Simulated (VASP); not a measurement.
A run of VASP 6.6.1 is set up as follows.

The input INCAR:

```
SYSTEM = GaN
  PREC = Accurate
  ENCUT = 520
  EDIFF = 1E-6
  ISMEAR = -1
  SIGMA = 0.05
  LREAL = .False.
  LASPH = .True.
  NELM = 80
  ALGO = Normal
  ISIF = 2
  LWAVE = .False.
  LCHARG = .False.
  GGA = RP
  NBANDS = 16
```

KPOINTS

```
regular mesh
0
Gamma
  10 10 10
  0 0 0
```

The input POSCAR:

```
GaN
1.0
    0.0000000000      2.2976981147      2.2976981147
    2.2976981147      0.0000000000      2.2976981147
    2.2976981147      2.2976981147      0.0000000000
Ga N
1 1
Direct
    0.0000000000      0.0000000000      0.0000000000
    0.2500000000      0.2500000000      0.2500000000
```

Potentials or basis: VASP PAW PBE potentials, release 64 (Ga_d, N).

Run with:

```console
$ cat potpaw_PBE.64/Ga_d/POTCAR potpaw_PBE.64/N/POTCAR > POTCAR
$ mpirun -np 1 vasp_std > vasp.out
```

Problem. Estimate the pressure.

Solution. -1.2 GPa.

Problem. What does it give for the band gap on the k mesh?

Solution. 1.40 eV, direct.

Caveat: the PAW data sets were made with another functional, which shifts forces and pressure a little.
